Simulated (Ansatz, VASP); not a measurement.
**One calculation of MgS, two programs**

```xyz
2
Lattice="0.0000 2.8815 2.8309 2.8815 0.0000 2.8309 2.8815 2.8815 0.0000" Properties=species:S:1:pos:R:3 pbc="T T T"
Mg    0.0000    0.0000    0.0000
S     1.4408    1.4408    1.4154
```

Change from the starting cell: biaxial_xy strain +1.8%.

Alike in both runs: task single point; functional HSE06; k mesh 6 × 6 × 6; no spin polarisation.

|  | VASP | Ansatz |
| --- | --- | --- |
| version | VASP 6.6.1 | Ansatz 0.2.0 |
| potentials or method | VASP PAW PBE potentials, release 64 (Mg, S) | plane waves, PAW |
| plane-wave cutoff (eV) | 520 | 420 |
| occupations | gaussian, width 0.01 eV | fixed |
| valence electrons in the cell | 8 | 16 |

Ansatz gave:

| Quantity | Value |
| --- | --- |
| gap on the k mesh at the Fermi level (eV) | 4.31 |
| pressure (GPa) | -1.9 |
| traceless stress, the component that is largest in VASP (GPa) | 0.28 |

Q: What did VASP give for the same quantities?

A: gap on the k mesh at the Fermi level (eV): 4.29; pressure (GPa): -2.1; traceless stress, the component that is largest in VASP (GPa): 0.29.

VASP's potentials hold 8 valence electrons a cell and Ansatz's 16, so a difference there can come from the potentials and not from the codes. Ansatz's warnings: stress exchange threshold loose, stress scf threshold loose.
